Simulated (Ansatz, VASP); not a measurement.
## CoGe3: VASP beside Ansatz

```
CELL_PARAMETERS angstrom
4.01187 0.00000 0.00000
0.00000 4.01187 0.00000
0.00000 0.00000 4.01187
ATOMIC_POSITIONS crystal
Co 0.00000 0.00000 0.00000
Ge 0.00000 0.50000 0.50000
Ge 0.50000 0.00000 0.50000
Ge 0.50000 0.50000 0.00000
```

Alike in both runs: functional PBE; k mesh 12 × 12 × 12; occupations gaussian, width 0.1 eV; collinear spin.

Ansatz relaxed the structure, and its values are those at the end. VASP's run is a single point on that final structure, the one shown.

|  | VASP | Ansatz |
| --- | --- | --- |
| version | VASP 6.6.1 | Ansatz 0.2.0 |
| potentials or method | VASP PAW PBE potentials, release 64 (Co, Ge_d), cutoff 520 eV | scalar-relativistic, plane waves, PAW |
| valence electrons in the cell | 51 | 59 |

```tsv
	VASP	Ansatz	Ansatz less VASP
gap on the k mesh at the Fermi level (eV)	none	none	-
pressure (GPa)	0.0	0.0	-0.01
net moment per atom (μB)	0.27	0.27	+0.004
size of the moment on the site where the two differ most (μB)	1.09	1.12	+0.030
```

Site moments also hang on the region over which each program counts them. A gap of «none» marks a metal or a gap that the smearing closes. The functional is the same, so the differences come from potentials, cutoffs and numerics. VASP's potentials hold 51 valence electrons a cell and Ansatz's 59, so a difference there can come from the potentials and not from the codes.
